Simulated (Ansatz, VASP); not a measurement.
Two plane-wave programs on BaS

POSCAR

```
BaS
1.0
    0.0271846968      3.5289994088      3.5289994088
    3.5289994088      0.0271846968      3.5289994088
    3.5289994088      3.5289994088      0.0271846968
Ba S
1 1
Direct
    0.0007805743      0.0007805743      0.0007805743
    0.2492194257      0.2492194257      0.2492194257
```

File INCAR.step1:

```
  PREC = Accurate
  ENCUT = 520
  ISMEAR = 0
  SIGMA = 0.01
  LREAL = False
  LASPH = True
  NELM = 60
  NBANDS = 15
  GGA = PE
  ALGO = Normal
  EDIFF = 1E-4
  LWAVE = True
  LCHARG = False
```

Contents of INCAR.step2:

```
  PREC = Accurate
  ENCUT = 520
  EDIFF = 1E-6
  ISMEAR = 0
  SIGMA = 0.01
  LREAL = False
  LASPH = True
  NELM = 60
  ALGO = Normal
  ISIF = 2
  LWAVE = False
  LCHARG = False
  METAGGA = R2SCAN
  LMIXTAU = True
  NBANDS = 15
  ISTART = 1
```

KPOINTS

```
Automatic mesh
0
Gamma
  6 6 6
```

Input for Ansatz:

```yaml
crystal:
  lattice:
    - [0.0271846968, 3.5289994088, 3.5289994088]
    - [3.5289994088, 0.0271846968, 3.5289994088]
    - [3.5289994088, 3.5289994088, 0.0271846968]
  atoms:
    - { symbol: Ba, position: [0.0007805743, 0.0007805743, 0.0007805743] }
    - { symbol: S, position: [0.2492194257, 0.2492194257, 0.2492194257] }
kpoints:
  mp_grid: { grid: [6, 6, 6] }
  band_path:
    path:
      - [0.0, 0.0, 0.0]
      - [-0.5, -0.5, 0.0]
      - [-0.375, -0.375, 0.25]
      - [-0.375, 0.0, 0.375]
      - [0.0, 0.0, 0.5]
      - [-0.5, -0.25, 0.25]
      - [0.25, -0.5, -0.25]
    npoints: 1
hamiltonian:
  xc: r2scan
scf:
  occupations: { method: fixed }
  n_extra_bands: 4
output:
  forces: true
  stress: true
  eigenvalues: true
  write_density: true
  write_potential: true
  elf: true
  volumetric_format: npy
```

Change from the starting cell: epitaxial_111 strain -0.5%.

Alike in both runs: task single point; functional r2SCAN; k mesh 6 × 6 × 6; no spin polarisation.

```csv
,VASP,Ansatz
version,VASP 6.6.1,Ansatz 0.2.0
potentials or method,"VASP PAW PBE potentials, release 64 (Ba_sv, S)","plane waves, PAW"
plane-wave cutoff (eV),520,500
occupations,"gaussian, width 0.01 eV",fixed
valence electrons in the cell,16,16
```

Ansatz gave:

- gap on the k mesh at the Fermi level (eV): 3.07
- pressure (GPa): 0.1
- traceless stress, the component that is largest in VASP (GPa): -0.06

Question: Estimate VASP's values.

Answer: gap on the k mesh at the Fermi level (eV): 3.09; pressure (GPa): 0.5; traceless stress, the component that is largest in VASP (GPa): -0.06.

VASP's potentials were made for PBE, not for r2SCAN.

Spin-orbit coupling is off throughout.
